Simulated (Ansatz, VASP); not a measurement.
# Two plane-wave programs on CrO2

```xyz
3
Lattice="1.4900 0.8602 4.7900 -1.4900 0.8602 4.7900 0.0000 -1.7205 4.7900" Properties=species:S:1:pos:R:3 pbc="T T T"
Cr    0.0000    0.0000    7.1849
O     0.0000    0.0000    3.3183
O     0.0000    0.0000   11.0516
```

Alike in both runs: task single point; functional PBE; k mesh 10 × 10 × 10; occupations fermi-dirac, width 0.05 eV; collinear spin.

|  | VASP | Ansatz |
| --- | --- | --- |
| version | VASP 6.6.1 | Ansatz 0.2.0 |
| potentials or method | VASP PAW PBE potentials, release 64 (Cr_pv, O) | Ansatz PAW |
| plane-wave cutoff (eV) | 520 | 420 |
| valence electrons in the cell | 24 | 26 |

Ansatz gave:

| Item | Value |
| --- | --- |
| gap on the k mesh at the Fermi level (eV) | none |
| pressure (GPa) | -8.1 |
| traceless stress, the component that is largest in VASP (GPa) | 6.04 |
| rms of the force components (eV/Å) | 0.158 |
| net moment per atom (μB) | 0.67 |
| size of the moment on the site where the two differ most (μB) | 1.81 |

Q: Estimate VASP's values.

A: gap on the k mesh at the Fermi level (eV): none; pressure (GPa): -7.5; traceless stress, the component that is largest in VASP (GPa): 5.66; rms of the force components (eV/Å): 0.131; net moment per atom (μB): 0.67; size of the moment on the site where the two differ most (μB): 2.14.

Site moments also hang on the region over which each program counts them. Atom by atom the forces differ by 0.026 eV/Å (rms over components). A gap of «none» marks a metal or a gap that the smearing closes. VASP's potentials hold 24 valence electrons a cell and Ansatz's 26, so a difference there can come from the potentials and not from the codes.
